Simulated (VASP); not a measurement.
# Si3N4 (I-43d) in VASP: relaxation of the atoms with PBE

Aim: the relaxation of the atoms of Si3N4 with PBE.

Program: VASP 6.6.1. These are calculated values, not measurements. Logs are shortened: lines on timing, memory, paths and dates and some standing lists are left out, and cuts for length are marked.

## (1) The cell of the first run

It takes space group I-43d (No. 220, cubic). The conventional cell has a = 6.425 Å, b = 6.425 Å, c = 6.425 Å, α = 90.00°, β = 90.00°, γ = 90.00°. Si (site symmetry -4) has 4 N at 1.74 Å within 2.3 Å. Within 2.3 Å of N (site symmetry 3) lie 3 Si at 1.74 Å.

## (2) Relaxation of the atoms, PBE (volume scaled by 0.97)

Input file INCAR:

```
PREC = Accurate
ENCUT = 520
EDIFF = 1E-6
ISMEAR = 0
SIGMA = 0.02
LREAL = F
LASPH = T
NELM = 100
ALGO = Normal
ISIF = 2
LWAVE = F
LCHARG = F
GGA = PE
IBRION = 2
NSW = 50
EDIFFG = -0.01
```

Input file KPOINTS:

```
regular mesh
0
Gamma
  6 6 6
```

Input file POSCAR:

```
Si3N4
1.0
   -3.2124225522      3.2124225522      3.2124225522
    3.2124225522     -3.2124225522      3.2124225522
    3.2124225522      3.2124225522     -3.2124225522
Si N
6 8
Direct
    0.2500000000      0.1250000000      0.8750000000
    0.8750000000      0.2500000000      0.1250000000
    0.7500000000      0.3750000000      0.6250000000
    0.6250000000      0.7500000000      0.3750000000
    0.1250000000      0.8750000000      0.2500000000
    0.3750000000      0.6250000000      0.7500000000
    0.5626966952      0.5626966952      0.5626966952
    0.4373033048      0.5000000000      0.0000000000
    0.5000000000      0.0000000000      0.9373033048
    0.0000000000      0.4373033048      0.5000000000
    0.9373033048      0.5000000000      0.0000000000
    0.0626966952      0.0626966952      0.0626966952
    0.0000000000      0.9373033048      0.5000000000
    0.5000000000      0.0000000000      0.4373033048
```

Potentials or basis: VASP PAW PBE potentials, release 64 (Si, N).

On the command line:

```
cat potpaw_PBE.64/Si/POTCAR potpaw_PBE.64/N/POTCAR > POTCAR
mpirun -np 1 vasp_std > vasp.out
```

OUTCAR:

```text
PREC = Accurate
   ENCUT = 520
   EDIFF = 1E-6
   ISMEAR = 0
   LREAL = F
   LASPH = T
   NELM = 100
   ISIF = 2
   GGA = PE
   IBRION = 2
   NSW = 50
   EDIFFG = -0.01

 ion  position               nearest neighbor table
   1  0.250  0.125  0.875-   9 1.74  13 1.74  12 1.74   8 1.74   5 3.00   6 3.00   5 3.00   6 3.00
                             2 3.00   2 3.00   4 3.00   4 3.00
   2  0.875  0.250  0.125-  10 1.74  11 1.74  12 1.74   9 1.74   3 3.00   5 3.00   6 3.00   3 3.00
                             6 3.00   5 3.00   1 3.00   1 3.00
   3  0.750  0.375  0.625-   7 1.74  10 1.74  11 1.74  14 1.74   2 3.00   6 3.00   5 3.00   2 3.00
                             5 3.00   4 3.00   4 3.00   6 3.00
   4  0.625  0.750  0.375-   8 1.74  14 1.74  13 1.74   7 1.74   5 3.00   6 3.00   6 3.00   5 3.00
                             3 3.00   1 3.00   1 3.00   3 3.00
   5  0.125  0.875  0.250-  11 1.74  13 1.74  12 1.74  14 1.74   4 3.00   3 3.00   1 3.00   1 3.00
                             2 3.00   3 3.00   4 3.00   2 3.00
   6  0.375  0.625  0.750-   8 1.74  10 1.74   9 1.74   7 1.74   4 3.00   2 3.00   4 3.00   1 3.00
                             3 3.00   1 3.00   2 3.00   3 3.00
   7  0.563  0.563  0.563-   3 1.74   4 1.74   6 1.74
   8  0.437  0.500  0.000-   4 1.74   6 1.74   1 1.74
   9  0.500  0.000  0.937-   1 1.74   2 1.74   6 1.74
  10  0.000  0.437  0.500-   2 1.74   3 1.74   6 1.74
  11  0.937  0.500  0.000-   2 1.74   3 1.74   5 1.74
  12  0.063  0.063  0.063-   2 1.74   1 1.74   5 1.74
  13  0.000  0.937  0.500-   1 1.74   5 1.74   4 1.74
  14  0.500  0.000  0.437-   4 1.74   3 1.74   5 1.74

  LATTYP: Found a body centered cubic cell.
 ALAT       =     6.4248451044

  Lattice vectors:

 A1 = (  -3.2124225522,   3.2124225522,   3.2124225522)
 A2 = (   3.2124225522,  -3.2124225522,   3.2124225522)
 A3 = (   3.2124225522,   3.2124225522,  -3.2124225522)

Analysis of symmetry for initial positions (statically):
=====================================================================
 Subroutine PRICEL returns:
 Original cell was already a primitive cell.

 Routine SETGRP: Setting up the symmetry group for a
 body centered cubic supercell.

 Subroutine GETGRP returns: Found 24 space group operations
 (whereof  3 operations were pure point group operations)
 out of a pool of 48 trial point group operations.

The static configuration has the point symmetry C_3 .
 The point group associated with its full space group is T_d .

Analysis of symmetry for dynamics (positions and initial velocities):
=====================================================================
 Subroutine PRICEL returns:
 Original cell was already a primitive cell.

 Routine SETGRP: Setting up the symmetry group for a
 body centered cubic supercell.

 Subroutine GETGRP returns: Found 24 space group operations
 (whereof  3 operations were pure point group operations)
 out of a pool of 48 trial point group operations.

The dynamic configuration has the point symmetry C_3 .
 The point group associated with its full space group is T_d .

 Subroutine INISYM returns: Found 24 space group operations
 (whereof  3 operations are pure point group operations),
 and found     1 'primitive' translations

----------------------------------------------------------------------------------------

                                     Primitive cell

  volume of cell :     132.6044

  direct lattice vectors                    reciprocal lattice vectors
    -3.212422552  3.212422552  3.212422552     0.000000000  0.155645776  0.155645776
     3.212422552 -3.212422552  3.212422552     0.155645776  0.000000000  0.155645776
     3.212422552  3.212422552 -3.212422552     0.155645776  0.155645776  0.000000000

  length of vectors
     5.564079076  5.564079076  5.564079076     0.220116367  0.220116367  0.220116367

  position of ions in fractional coordinates (direct lattice)
     0.250000000  0.125000000  0.875000000
     0.875000000  0.250000000  0.125000000
     0.750000000  0.375000000  0.625000000
     0.625000000  0.750000000  0.375000000
     0.125000000  0.875000000  0.250000000
     0.375000000  0.625000000  0.750000000
     0.562696695  0.562696695  0.562696695
     0.437303305  0.500000000  0.000000000
     0.500000000  0.000000000  0.937303305
     0.000000000  0.437303305  0.500000000
     0.937303305  0.500000000  0.000000000
     0.062696695  0.062696695  0.062696695
     0.000000000  0.937303305  0.500000000
     0.500000000  0.000000000  0.437303305

  ion indices of the primitive-cell ions
   primitive index   ion index
                 1           1
                 2           2
                 3           3
                 4           4
                 5           5
                 6           6
                 7           7
                 8           8
                 9           9
                10          10
                11          11
                12          12
                13          13
                14          14

----------------------------------------------------------------------------------------

 KPOINTS: regular mesh

Automatic generation of k-mesh.
 Grid dimensions read from file:
 generate k-points for:    6    6    6

 Generating k-lattice:

  Cartesian coordinates                     Fractional coordinates (reciprocal lattice)
     0.000000000  0.025940963  0.025940963     0.166666667  0.000000000  0.000000000
     0.025940963  0.000000000  0.025940963     0.000000000  0.166666667  0.000000000
     0.025940963  0.025940963  0.000000000     0.000000000  0.000000000  0.166666667

  Length of vectors
     0.036686061  0.036686061  0.036686061

  Shift w.r.t. Gamma in fractional coordinates (k-lattice)
     0.000000000  0.000000000  0.000000000

 Subroutine IBZKPT returns following result:
 ===========================================

 Found     16 irreducible k-points:

 Following reciprocal coordinates:
            Coordinates               Weight
  0.000000  0.000000  0.000000      1.000000
  0.166667  0.000000  0.000000     12.000000
  0.333333  0.000000  0.000000     12.000000
  0.500000  0.000000  0.000000      6.000000
  0.166667  0.166667  0.000000     24.000000
  0.333333  0.166667 -0.000000     48.000000
[... 8 lines left out ...]
  0.500000  0.500000  0.333333     12.000000
  0.500000  0.500000  0.500000      1.000000
   k-points           NKPTS =     16   k-points in BZ     NKDIM =     16   number of bands    NBANDS=     40
   number of dos      NEDOS =    301   number of ions     NIONS =     14
   total plane-waves  NPLWV =  74088
   dimension x,y,z NGX =    42 NGY =   42 NGZ =   42
   dimension x,y,z NGXF=    84 NGYF=   84 NGZF=   84
   ions per type =               6   8
   NGX,Y,Z   is equivalent  to a cutoff of  12.55, 12.55, 12.55 a.u.
   NGXF,Y,Z  is equivalent  to a cutoff of  25.10, 25.10, 25.10 a.u.
 SYSTEM =  unknown system
   PREC   = accura    normal or accurate (medium, high low for compatibility)
   ISTART =      0    job   : 0-new  1-cont  2-samecut
   ICHARG =      2    charge: 1-file 2-atom 10-const
   ISPIN  =      1    spin polarized calculation?
   LNONCOLLINEAR =      F non collinear calculations
   LSORBIT =      F    spin-orbit coupling
   LASPH  =      T    aspherical Exc in radial PAW
   ENCUT  =  520.0 eV  38.22 Ry    6.18 a.u.  10.35 10.35 10.35*2*pi/ulx,y,z
   NELM   =    100;   NELMIN=  2; NELMDL= -5     # of ELM steps
   EDIFF  = 0.1E-05   stopping-criterion for ELM
   LREAL  =      F    real-space projection
   EDIFFG = -.1E-01   stopping-criterion for IOM
   NSW    =     50    number of steps for IOM
   IBRION =      2    ionic relax: 0-MD 1-quasi-New 2-CG
   NFREE  =      1    steps in history (QN), initial steepest desc. (CG)
   ISIF   =      2    stress and relaxation
   ISYM   =      2    0-nonsym 1-usesym 2-fastsym
   POTIM  = 0.5000    time-step for ionic-motion
   TEBEG  =    0.0;   TEEND  =   0.0 temperature during run
   PSTRESS=    0.0 pullay stress
   NELECT =      64.0000    total number of electrons
   NUPDOWN=      -1.0000    fix difference up-down
   EMIN   =  10.00;   EMAX   =-10.00  energy-range for DOS
   EFERMI =   0.00;   METHOD = LEGACY
   ISMEAR =     0;   SIGMA  =   0.02  broadening in eV -4-tet -1-fermi 0-gaus
   EFERMI_NEDOS =   21; number of points for ismear=-14 and -15
   IALGO  =     38    algorithm
   IMIX   =      4    mixing-type and parameters
     AMIX     =   0.40;   BMIX     =  1.00
     AMIX_MAG =   1.60;   BMIX_MAG =  1.00
  volume/ion in A,a.u.               =       9.47        63.92
  Fermi-wavevector in a.u.,A,eV,Ry     =   1.284149  2.426690 22.436541  1.649039
  Thomas-Fermi vector in A             =   2.416360
   LORBIT       =      0    0 simple, 1 ext, 2 COOP (PROOUT), +10 PAW based schemes
   GGA     = PE    functional components
   LHFCALC =     F    Hartree Fock is set to
   AEXX    =    0.0000 exact exchange contribution
   IVDW    =     0    specifies the selected vdW correction
   LEPSILON=     F    determine dielectric tensor
   LRPA    =     F    only Hartree local field effects (RPA)
 conjugate gradient relaxation of ions
 non-spin polarized calculation
 Gauss-broadening in eV      SIGMA  =   0.02
  energy-cutoff  :      520.00
  volume of cell :      132.60
 maximum number of plane-waves:      3595
 NGX is ok and might be reduce to    42
   NGX = 21   NGY = 21   NGZ = 21

--------------------------------------- Ionic step        1  -------------------------------------------

 number of electron      64.0000006 magnetization

 Free energy of the ion-electron system (eV)
  ---------------------------------------------------
  ext. energy  EPLUGINS =         0.00000000
  ---------------------------------------------------
  free energy    TOTEN  =      -113.05038429 eV

  energy without entropy =     -113.05038429  energy(sigma->0) =     -113.05038429

------------------------ aborting loop because EDIFF is reached ----------------------------------------

  FORCE on cell =-STRESS in cart. coord.  units (eV):
  Direction    XX          YY          ZZ          XY          YZ          ZX
  --------------------------------------------------------------------------------------
  -------------------------------------------------------------------------------------
  Total        6.7487605      6.7487605      6.7487605      0.0000000      0.0000000      0.0000000
  in kB       81.5411083     81.5411083     81.5411083      0.0000000      0.0000000      0.0000000
  external PRESSURE =      81.5411083 kB  Pullay stress =       0.0000000 kB
[... 81 lines left out ...]
  energy  without entropy=     -113.0520733777  energy(sigma->0) =     -113.05207338

--------------------------------------- Ionic step        3  -------------------------------------------

 number of electron      64.0000014 magnetization

 Free energy of the ion-electron system (eV)
  ---------------------------------------------------
  ext. energy  EPLUGINS =         0.00000000
  ---------------------------------------------------
  free energy    TOTEN  =      -113.05410325 eV

  energy without entropy =     -113.05410325  energy(sigma->0) =     -113.05410325

 E-fermi :   8.0822     XC(G=0): -11.4869

 val. band max:        7.9668469482   @ k =   0.3333   0.3333   0.0000
 cond. band min:      12.1335565274   @ k =  -0.1667   0.1667   0.1667
 fundamental gap:      4.1667095792
 Fermi energy:         8.0822065221

 k-point     1 :       0.0000    0.0000    0.0000
  band No.  band energies     occupation
      1     -10.3921      2.00000
      2      -7.4330      2.00000
      3      -7.4330      2.00000
      4      -7.4330      2.00000
      5      -6.9165      2.00000
      6      -6.9165      2.00000
[... 718 lines left out ...]
  FREE ENERGIE OF THE ION-ELECTRON SYSTEM (eV)
  ---------------------------------------------------
  free  energy   TOTEN  =      -113.0541032524 eV

  energy  without entropy=     -113.0541032524  energy(sigma->0) =     -113.05410325

 reached required accuracy - stopping structural energy minimisation
```

Run time: 2.5 min. Hardware: 1 thread of Intel Xeon Platinum 8375C at 2.90GHz (Ice Lake), shared host; peak memory 0.28 GiB.

What came out:

```yaml
Free_energy: -113.0541 eV
Energy_gained_by_relaxing: 0.3 meV/atom
Ionic_steps: 3
Pressure_after_relaxing: 7.8 GPa
Band_gap_on_the_k_mesh: 4.17 eV, indirect (least direct gap 4.32 eV)
```

Step by step:
| step | energy change (eV) | largest force (eV/Å) | pressure (GPa) |
| --- | --- | --- | --- |
| 1 | 0.0000 | 0.0710 | 8.15 |
| 2 | -0.0017 | 0.0521 | 8.07 |
| 3 | -0.0037 | 0.0005 | 7.83 |

Final structure:
```
Si N
1.0
    -3.21242    3.21242    3.21242
     3.21242   -3.21242    3.21242
     3.21242    3.21242   -3.21242
Si N
6 8
Direct
  0.25000 0.12500 0.87500
  0.87500 0.25000 0.12500
  0.75000 0.37500 0.62500
  0.62500 0.75000 0.37500
  0.12500 0.87500 0.25000
  0.37500 0.62500 0.75000
  0.56038 0.56038 0.56038
  0.43962 0.50000 0.00000
  0.50000 0.00000 0.93962
  0.00000 0.43962 0.50000
  0.93962 0.50000 0.00000
  0.06038 0.06038 0.06038
  0.00000 0.93962 0.50000
  0.50000 0.00000 0.43962
```
